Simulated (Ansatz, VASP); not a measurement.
P in VASP and in Ansatz

```xyz
4
Lattice="3.2837 0.0000 0.0000 0.0000 34.8570 0.0000 0.0000 0.0000 4.6321" Properties=species:S:1:pos:R:3 pbc="T T T"
P     0.0000   33.9300    2.7918
P     0.0000    0.9270    1.8403
P     1.6419    0.9270    0.4758
P     1.6419   33.9300    4.1563
```

Change from the starting cell: mode 7 (349.0 1/cm) frozen in, largest displacement -0.120 Å.

Alike in both runs: task single point; functional PBEsol; k mesh 8 × 1 × 6; occupations gaussian, width 0.05 eV; no spin polarisation.

|  | VASP | Ansatz |
| --- | --- | --- |
| version | VASP 6.6.1 | Ansatz 0.2.0 |
| potentials or method | VASP PAW PBE potentials, release 64 (P), cutoff 520 eV | scalar-relativistic, plane waves, PAW |
| valence electrons in the cell | 20 | 20 |

|  | VASP | Ansatz | Ansatz less VASP |
| --- | --- | --- | --- |
| gap on the k mesh at the Fermi level (eV) | 0.78 | 0.75 | -0.035 |
| least direct gap on the mesh (eV) | 1.01 | 1.02 | +0.005 |
| rms of the force components (eV/Å) | 1.211 | 1.221 | +0.0102 |

VASP's potentials were made for PBE, not for PBEsol. Atom by atom the forces differ by 0.011 eV/Å (rms over components). The functional is the same, so the differences come from potentials, cutoffs and numerics.
